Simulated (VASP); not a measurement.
Write the native input for VASP 6.6.1 that does the following.

```
Task                   : single point
Functional             : PBE
Potentials or basis    : VASP PAW PBE potentials, release 64 (Be, Sn_d)
Cutoff                 : 520 eV
k mesh                 : 18 × 18 × 18
Occupations            : gaussian, width 0.1 eV
Spin                   : no spin polarisation
Dipole correction      : no
Further INCAR settings : ALGO = Fast; EDIFF = 1e-07; NBANDS = 18
```

The structure of Be3Sn lies in POSCAR:

```
Be3Sn
1.0
   -1.8661448569      1.8661448569      3.7268411144
    1.8661448569     -1.8661448569      3.7268411144
    1.8661448569      1.8661448569     -3.7268411144
Be Sn
3 1
Direct
    0.5000000000      0.5000000000      0.0000000000
    0.2500000000      0.7500000000      0.5000000000
    0.7500000000      0.2500000000      0.5000000000
    0.0000000000      0.0000000000      0.0000000000
```

The input as run:

INCAR

```
PREC     = Accurate       # precision mode
ENCUT    = 520            # plane-wave cutoff, eV
EDIFF    = 1E-7           # SCF threshold, eV
ISMEAR   = 0              # smearing method
SIGMA    = 0.1            # smearing width, eV
LREAL    = F              # projectors in reciprocal space
LASPH    = T              # aspherical terms in the spheres
NELM     = 60             # most SCF steps
ALGO     = Fast           # electronic algorithm
ISIF     = 2              # what is computed and relaxed
LWAVE    = F              # write WAVECAR
LCHARG   = T              # write CHGCAR
GGA      = PE             # functional
LELF     = T              # ELF
LVHAR    = T            
NBANDS   = 18             # bands
```

KPOINTS

```
Automatic mesh
0
Gamma
  18 18 18
```

Potentials or basis: VASP PAW PBE potentials, release 64 (Be, Sn_d).

Run with:

```sh
$ cat potpaw_PBE.64/Be/POTCAR potpaw_PBE.64/Sn_d/POTCAR > POTCAR
$ mpirun -np 1 vasp_std > vasp.out
```

It gave:

* Pressure: 0.0 GPa
* Band gap on the k mesh: zero (bands 10 and 11 overlap by 4.71 eV)

Caveat: spin-orbit coupling is left out, which moves the levels of the heavy elements.

Wall time 13 min on 1 thread of Intel(R) Xeon(R) Platinum 8259CL CPU @ 2.50GHz (Skylake/Cascade Lake) (shared host), peak memory 0.54 GiB.
